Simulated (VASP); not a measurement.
Wanted: the native input for a VASP 6.6.1 run.

```yaml
Task: single point
Functional: PBE
Dispersion: D4
Potentials_or_basis: VASP PAW PBE potentials, release 64 (Pt)
Cutoff: 520 eV
k_mesh: 12 × 12 × 12
Occupations: fermi-dirac, width 0.05 eV
Spin: no spin polarisation
Dipole_correction: no
Further_INCAR_settings: ALGO = Normal; EDIFF = 1e-06; NBANDS = 11
```

The structure of Pt lies in POSCAR:

```
Pt
1.0
    0.0000000000      1.9671277736      1.9671277736
    1.9671277736      0.0000000000      1.9671277736
    1.9671277736      1.9671277736      0.0000000000
Pt
1
Direct
    0.0000000000      0.0000000000      0.0000000000
```

One way to write it, as run:

INCAR

```
SYSTEM = Pt
PREC     = Accurate       ! precision mode
ENCUT    = 520            ! plane-wave cutoff, eV
EDIFF    = 1E-6           ! SCF threshold, eV
ISMEAR   = -1             ! smearing method
SIGMA    = 0.05           ! smearing width, eV
LREAL    = .FALSE.        ! projectors in reciprocal space
LASPH    = .TRUE.         ! aspherical terms in the spheres
NELM     = 100            ! most SCF steps
ALGO     = Normal         ! electronic algorithm
ISIF     = 2              ! what is computed and relaxed
LWAVE    = .FALSE.        ! write WAVECAR
LCHARG   = .FALSE.        ! write CHGCAR
GGA      = PE             ! functional
IVDW     = 13             ! dispersion correction
NBANDS   = 11             ! bands
```

KPOINTS

```
Automatic mesh
0
G
  12 12 12
  0 0 0
```

Potentials or basis: VASP PAW PBE potentials, release 64 (Pt).

Launch:

```sh
$ cat potpaw_PBE.64/Pt/POTCAR > POTCAR
$ mpirun -np 1 vasp_std > vasp.out
```

Results of the run:

```yaml
Pressure: -0.5 GPa
Band_gap_on_the_k_mesh: zero (band 5 reaches 11.58 eV, above the bottom of band 6 at 9.38 eV)
Dispersion_energy_per_atom: -0.766 eV
```

Caveat: spin-orbit coupling is left out, which moves the levels of the heavy elements; pairwise dispersion overbinds metals, which lowers pressure and volume.

It took 29 s on 1 thread of AMD EPYC 7R13 (shared host), peak memory 0.12 GiB.
